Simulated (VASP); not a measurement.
# BN: single point with r2SCAN

The system is BN.

```
B N
1.0
     0.00000    1.77071    1.81933
     1.77071    0.00000    1.81933
     1.77071    1.77071    0.00000
B N
1 1
Cartesian
  0.0000 0.0000 0.0000
  0.8854 0.8854 0.9097
```

This cell differs from its parent crystal: epitaxial xy strain -1.9%.

```
Program             : VASP 6.6.1
Task                : single point
Functional          : r2SCAN
Potentials or basis : VASP PAW PBE potentials, release 64 (B_h, N_h)
Cutoff              : 910 eV
k mesh              : 12 × 12 × 12
Occupations         : gaussian, width 0.01 eV
Spin                : no spin polarisation
```

| Item | Value |
| --- | --- |
| Pressure | 11.9 GPa |
| Band gap on the k mesh | 4.78 eV, indirect (least direct gap 9.57 eV) |

Stress tensor (GPa, compression positive):
```
18.15  0.00  0.00
 0.00 18.15  0.00
 0.00  0.00 -0.67
```

Levels at points of the mesh, in eV from the valence-band top:
```tsv
k point	band 2	band 3	band 4	band 5	band 6	band 7
(0.00, 0.00, 0.00)	-0.29	0.00	0.00	9.57	9.57	9.77
(0.50, 0.00, 0.00)	-11.50	-2.40	-1.95	10.76	11.76	11.83
(0.50, 0.50, 0.00)	-9.91	-5.10	-5.10	5.28	10.38	19.70
(0.50, 0.00, 0.50)	-9.50	-5.50	-5.48	4.78	9.71	19.52
```

Run time: 81 s on 1 thread of Intel(R) Xeon(R) 6975P-C (Granite Rapids) (shared host), peak memory 0.18 GiB.

Caveat: the cell differs from its parent crystal (epitaxial xy strain -1.9%); the cutoff is under 1.25 times the usual one of these potentials, so pressure, stress and relaxed cells hold a basis-set (Pulay) error; the PAW data sets were made with another functional, which shifts forces and pressure a little. A k mesh can miss the band edges.
